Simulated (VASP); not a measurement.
# Al (Fm-3m) in VASP: a series of runs

Runs on Al. Level: LDA. Tasks: single point.

Program: VASP 6.6.1. These are calculated values, not measurements. Logs are shortened: lines on timing, memory, paths and dates and some standing lists are left out, and cuts for length are marked.

**1. The cell of the first run**

The structure is cubic, space group Fm-3m (No. 225). Conventional cell: a = 3.965 Å, b = 3.965 Å, c = 3.965 Å, α = 90.00°, β = 90.00°, γ = 90.00°. Within 3.7 Å of Al (site symmetry m-3m) lie 12 Al at 2.80 Å.

**2. Single point, LDA (15.59 Å³/atom)**

The input, INCAR:

```
SYSTEM = Al
ALGO = Normal
EDIFF = 1E-6
ENCUT = 520
GGA = CA
ISIF = 2
ISMEAR = -1
LASPH = .True.
LCHARG = .True.
LELF = .True.
LREAL = .False.
LVHAR = .True.
LWAVE = .False.
NBANDS = 8
NELM = 60
PREC = Accurate
SIGMA = 0.03
```

The input, KPOINTS:

```
k-points
0
Gamma
  17 17 17
  0 0 0
```

The input, POSCAR:

```
Al
1.0
    0.0000000000      1.9826626923      1.9826626923
    1.9826626923      0.0000000000      1.9826626923
    1.9826626923      1.9826626923      0.0000000000
Al
1
Direct
    0.0000000000      0.0000000000      0.0000000000
```

Potentials or basis: VASP PAW LDA potentials, release 64 (Al).

The run is started by

```console
$ cat potpaw_LDA.64/Al/POTCAR > POTCAR
$ mpirun -np 1 vasp_std > vasp.out
```

OUTCAR:

```text
SYSTEM = Al
   EDIFF = 1E-6
   ENCUT = 520
   GGA = CA
   ISIF = 2
   ISMEAR = -1
   LASPH = .True.
   LREAL = .False.
   NELM = 60
   PREC = Accurate

 ion  position               nearest neighbor table
   1  0.000  0.000  0.000-

  LATTYP: Found a face centered cubic cell.
 ALAT       =     3.9653253846

  Lattice vectors:

 A1 = (   0.0000000000,   1.9826626923,   1.9826626923)
 A2 = (   1.9826626923,   0.0000000000,   1.9826626923)
 A3 = (   1.9826626923,   1.9826626923,   0.0000000000)

Analysis of symmetry for initial positions (statically):
=====================================================================
 Subroutine PRICEL returns:
 Original cell was already a primitive cell.

 Routine SETGRP: Setting up the symmetry group for a
 face centered cubic supercell.

 Subroutine GETGRP returns: Found 48 space group operations
 (whereof 48 operations were pure point group operations)
 out of a pool of 48 trial point group operations.

The static configuration has the point symmetry O_h .

Analysis of symmetry for dynamics (positions and initial velocities):
=====================================================================
 Subroutine PRICEL returns:
 Original cell was already a primitive cell.

 Routine SETGRP: Setting up the symmetry group for a
 face centered cubic supercell.

 Subroutine GETGRP returns: Found 48 space group operations
 (whereof 48 operations were pure point group operations)
 out of a pool of 48 trial point group operations.

The dynamic configuration has the point symmetry O_h .

 Subroutine INISYM returns: Found 48 space group operations
 (whereof 48 operations are pure point group operations),
 and found     1 'primitive' translations

----------------------------------------------------------------------------------------

                                     Primitive cell

  volume of cell :      15.5875

  direct lattice vectors                    reciprocal lattice vectors
     0.000000000  1.982662692  1.982662692    -0.252186114  0.252186114  0.252186114
     1.982662692  0.000000000  1.982662692     0.252186114 -0.252186114  0.252186114
     1.982662692  1.982662692  0.000000000     0.252186114  0.252186114 -0.252186114

  length of vectors
     2.803908469  2.803908469  2.803908469     0.436799163  0.436799163  0.436799163

  position of ions in fractional coordinates (direct lattice)
     0.000000000  0.000000000  0.000000000

  ion indices of the primitive-cell ions
   primitive index   ion index
                 1           1

----------------------------------------------------------------------------------------

 KPOINTS: k-points

Automatic generation of k-mesh.
 Grid dimensions read from file:
 generate k-points for:   17   17   17

 Generating k-lattice:

  Cartesian coordinates                     Fractional coordinates (reciprocal lattice)
    -0.014834477  0.014834477  0.014834477     0.058823529  0.000000000  0.000000000
     0.014834477 -0.014834477  0.014834477     0.000000000  0.058823529  0.000000000
     0.014834477  0.014834477 -0.014834477     0.000000000  0.000000000  0.058823529

  Length of vectors
     0.025694068  0.025694068  0.025694068

  Shift w.r.t. Gamma in fractional coordinates (k-lattice)
     0.000000000  0.000000000  0.000000000

 Subroutine IBZKPT returns following result:
 ===========================================

 Found    165 irreducible k-points:

 Following reciprocal coordinates:
            Coordinates               Weight
  0.000000  0.000000  0.000000      1.000000
  0.058824  0.000000  0.000000      8.000000
  0.117647  0.000000  0.000000      8.000000
  0.176471  0.000000  0.000000      8.000000
  0.235294  0.000000  0.000000      8.000000
  0.294118  0.000000  0.000000      8.000000
[... 16 lines left out ...]
 -0.176471  0.058824  0.000000     24.000000
 -0.117647  0.058824  0.000000     24.000000
 [... further k-points ...]
   k-points           NKPTS =    165   k-points in BZ     NKDIM =    165   number of bands    NBANDS=      8
   number of dos      NEDOS =    301   number of ions     NIONS =      1
   total plane-waves  NPLWV =  13824
   dimension x,y,z NGX =    24 NGY =   24 NGZ =   24
   dimension x,y,z NGXF=    48 NGYF=   48 NGZF=   48
   ions per type =               1
   NGX,Y,Z   is equivalent  to a cutoff of  14.23, 14.23, 14.23 a.u.
   NGXF,Y,Z  is equivalent  to a cutoff of  28.46, 28.46, 28.46 a.u.
 SYSTEM =  Al
   PREC   = accura    normal or accurate (medium, high low for compatibility)
   ISTART =      0    job   : 0-new  1-cont  2-samecut
   ICHARG =      2    charge: 1-file 2-atom 10-const
   ISPIN  =      1    spin polarized calculation?
   LNONCOLLINEAR =      F non collinear calculations
   LSORBIT =      F    spin-orbit coupling
   LASPH  =      T    aspherical Exc in radial PAW
   ENCUT  =  520.0 eV  38.22 Ry    6.18 a.u.   5.21  5.21  5.21*2*pi/ulx,y,z
   NELM   =     60;   NELMIN=  2; NELMDL= -5     # of ELM steps
   EDIFF  = 0.1E-05   stopping-criterion for ELM
   LREAL  =      F    real-space projection
[... 7 lines left out ...]
   TEBEG  =    0.0;   TEEND  =   0.0 temperature during run
   PSTRESS=    0.0 pullay stress
   NELECT =       3.0000    total number of electrons
   NUPDOWN=      -1.0000    fix difference up-down
   EMIN   =  10.00;   EMAX   =-10.00  energy-range for DOS
   EFERMI =   0.00;   METHOD = LEGACY
   ISMEAR =    -1;   SIGMA  =   0.03  broadening in eV -4-tet -1-fermi 0-gaus
   EFERMI_NEDOS =   21; number of points for ismear=-14 and -15
   IALGO  =     38    algorithm
   IMIX   =      4    mixing-type and parameters
     AMIX     =   0.40;   BMIX     =  1.00
     AMIX_MAG =   1.60;   BMIX_MAG =  1.00
  volume/ion in A,a.u.               =      15.59       105.19
  Fermi-wavevector in a.u.,A,eV,Ry     =   0.945199  1.786166 12.155451  0.893400
  Thomas-Fermi vector in A             =   2.073077
   LORBIT       =      0    0 simple, 1 ext, 2 COOP (PROOUT), +10 PAW based schemes
   GGA     = CA    functional components
   LHFCALC =     F    Hartree Fock is set to
   AEXX    =    0.0000 exact exchange contribution
   IVDW    =     0    specifies the selected vdW correction
   LEPSILON=     F    determine dielectric tensor
   LRPA    =     F    only Hartree local field effects (RPA)
 non-spin polarized calculation
  energy-cutoff  :      520.00
  volume of cell :       15.59
 maximum number of plane-waves:       440
 NGX is ok and might be reduce to    24
   NGX = 11   NGY = 11   NGZ = 11

 number of electron       3.0000000 magnetization

 Free energy of the ion-electron system (eV)
  ---------------------------------------------------
  ext. energy  EPLUGINS =         0.00000000
  ---------------------------------------------------
  free energy    TOTEN  =        -4.19358053 eV

  energy without entropy =       -4.19200700  energy(sigma->0) =       -4.19279376

 E-fermi :   8.4078     XC(G=0): -10.5557

 val. band max:        8.4017902599   @ k =  -0.4706   0.2941   0.1176
 cond. band min:       8.4249263801   @ k =  -0.3529   0.3529   0.0000
 fundamental gap:      0.0231361201
 Fermi energy:         8.4077779813

 k-point     1 :       0.0000    0.0000    0.0000
  band No.  band energies     occupation
      1      -3.1030      2.00000
      2      21.2777      0.00000
      3      21.2777      0.00000
      4      21.2777      0.00000
      5      23.0433      0.00000
      6      23.0433      0.00000
      7      23.0433      0.00000
      8      25.4264      0.00000

 k-point     2 :       0.0588    0.0000    0.0000
  band No.  band energies     occupation
      1      -3.0055      2.00000
      2      19.6548      0.00000
      3      20.9682      0.00000
      4      20.9682      0.00000
      5      23.5040      0.00000
      6      23.5040      0.00000
      7      23.6122      0.00000
      8      26.4192      0.00000

 k-point     3 :       0.1176    0.0000    0.0000
  band No.  band energies     occupation
      1      -2.7136      2.00000
      2      17.2452      0.00000
      3      20.4471      0.00000
      4      20.4471      0.00000
      5      23.6479      0.00000
      6      24.4377      0.00000
      7      24.4377      0.00000
      8      26.6186      0.00000

 k-point     4 :       0.1765    0.0000    0.0000
  band No.  band energies     occupation
      1      -2.2286      2.00000
      2      14.8248      0.00000
      3      19.9966      0.00000
      4      19.9966      0.00000
      5      23.4657      0.00000
      6      24.8406      0.00000
      7      24.8406      0.00000
      8      26.1975      0.00000

 k-point     5 :       0.2353    0.0000    0.0000
  band No.  band energies     occupation
      1      -1.5525      2.00000
      2      12.4961      0.00000
      3      19.6786      0.00000
      4      19.6786      0.00000
      5      23.2929      0.00000
      6      23.8403      0.00000
      7      23.8403      0.00000
      8      27.4254      0.00000

 k-point     6 :       0.2941    0.0000    0.0000
  band No.  band energies     occupation
      1      -0.6882      2.00000
      2      10.2938      0.00000
      3      19.5101      0.00000
      4      19.5101      0.00000
      5      22.7794      0.00000
      6      22.7794      0.00000
      7      23.2152      0.00000
      8      27.0213      0.00000

 k-point     7 :       0.3529    0.0000    0.0000
  band No.  band energies     occupation
      1       0.3605      2.00000
      2       8.2349      1.99373
      3      19.4973      0.00000
      4      19.4973      0.00000
      5      21.8421      0.00000
      6      21.8421      0.00000
      7      23.2748      0.00000
      8      26.0349      0.00000

 k-point     8 :       0.4118    0.0000    0.0000
  band No.  band energies     occupation
      1       1.5891      2.00000
      2       6.3306      2.00000
      3      19.6423      0.00000
      4      19.6423      0.00000
      5      21.0560      0.00000
      6      21.0560      0.00000
      7      23.4917      0.00000
      8      25.1736      0.00000

 k-point     9 :       0.4706    0.0000    0.0000
  band No.  band energies     occupation
      1       2.9864      2.00000
      2       4.5948      2.00000
      3      19.9415      0.00000
      4      19.9415      0.00000
      5      20.4346      0.00000
      6      20.4346      0.00000
      7      23.8639      0.00000
      8      24.4719      0.00000

 k-point    10 :       0.0588    0.0588    0.0000
  band No.  band energies     occupation
      1      -2.9731      2.00000
      2      20.2131      0.00000
      3      20.2131      0.00000
      4      20.4358      0.00000
      5      22.7434      0.00000
      6      24.2965      0.00000
      7      24.2965      0.00000
      8      26.5282      0.00000
[... 78 lines left out ...]
 k-point    18 :      -0.4706    0.0588    0.0000
  band No.  band energies     occupation
      1       3.5484      2.00000
      2       4.1592      2.00000
      3      18.2571      0.00000
      4      19.0660      0.00000
      5      20.6006      0.00000
      6      21.4236      0.00000
      7      24.7418      0.00000
      8      25.2778      0.00000

 k-point    19 :      -0.4118    0.0588    0.0000
  band No.  band energies     occupation
      1       2.1204      2.00000
      2       5.8123      2.00000
      3      17.8917      0.00000
      4      19.6453      0.00000
      5      21.0613      0.00000
      6      21.1952      0.00000
      7      24.3080      0.00000
      8      25.9096      0.00000

 k-point    20 :      -0.3529    0.0588    0.0000
  band No.  band energies     occupation
      1       0.8344      2.00000
      2       7.6604      2.00000
      3      17.6920      0.00000
      4      20.3874      0.00000
      5      20.8571      0.00000
      6      21.9486      0.00000
      7      24.0359      0.00000
      8      26.6806      0.00000

 k-point    21 :      -0.2941    0.0588    0.0000
  band No.  band energies     occupation
      1      -0.2741      2.00000
      2       9.6650      0.00000
      3      17.6582      0.00000
      4      20.8085      0.00000
      5      21.2888      0.00000
      6      22.8487      0.00000
      7      23.9241      0.00000
      8      27.5340      0.00000

 k-point    22 :      -0.2353    0.0588    0.0000
  band No.  band energies     occupation
      1      -1.1997      2.00000
      2      11.8141      0.00000
      3      17.7903      0.00000
      4      20.9099      0.00000
      5      22.3368      0.00000
      6      23.7892      0.00000
      7      24.0421      0.00000
      8      26.7772      0.00000

 k-point    23 :      -0.1765    0.0588    0.0000
  band No.  band energies     occupation
      1      -1.9384      2.00000
      2      14.0886      0.00000
      3      18.0884      0.00000
      4      21.1447      0.00000
      5      23.4672      0.00000
      6      24.0213      0.00000
      7      25.0445      0.00000
      8      25.3752      0.00000

 k-point    24 :      -0.1176    0.0588    0.0000
  band No.  band energies     occupation
      1      -2.4870      2.00000
      2      16.4423      0.00000
      3      18.5616      0.00000
      4      21.4511      0.00000
      5      23.7602      0.00000
      6      24.1413      0.00000
      7      25.1814      0.00000
      8      25.4965      0.00000

 [... further k-points ...]

------------------------ aborting loop because EDIFF is reached ----------------------------------------

  FORCE on cell =-STRESS in cart. coord.  units (eV):
  Direction    XX          YY          ZZ          XY          YZ          ZX
  --------------------------------------------------------------------------------------
  -------------------------------------------------------------------------------------
  Total        0.1181962      0.1181962      0.1181962      0.0000000     -0.0000000     -0.0000000
  in kB       12.1489184     12.1489184     12.1489184      0.0000000     -0.0000000     -0.0000000
  external PRESSURE =      12.1489184 kB  Pullay stress =       0.0000000 kB

 VOLUME and BASIS-vectors are now :
 -----------------------------------------------------------------------------
  energy-cutoff  :      520.00
  volume of cell :       15.59
      direct lattice vectors                 reciprocal lattice vectors
     0.000000000  1.982662692  1.982662692    -0.252186114  0.252186114  0.252186114
     1.982662692  0.000000000  1.982662692     0.252186114 -0.252186114  0.252186114
     1.982662692  1.982662692  0.000000000     0.252186114  0.252186114 -0.252186114

 POSITION                                       TOTAL-FORCE (eV/Angst)
 -----------------------------------------------------------------------------------
      0.00000      0.00000      0.00000         0.000000      0.000000      0.000000
 -----------------------------------------------------------------------------------
    total drift:                               -0.000000      0.000000     -0.000000

  FREE ENERGIE OF THE ION-ELECTRON SYSTEM (eV)
  ---------------------------------------------------
  free  energy   TOTEN  =        -4.1935805269 eV

  energy  without entropy=       -4.1920069979  energy(sigma->0) =       -4.19279376
```

Wall time 17 s (1 thread of Intel Xeon 8259CL, shared host); peak memory 0.13 GiB.

Results:

```yaml
Free_energy: -4.1936 eV
Pressure: 1.2 GPa
Band_gap_on_the_k_mesh: zero (an odd number of electrons rules out a gap without spin polarisation)
```

(Continued in part 2 of 3.)
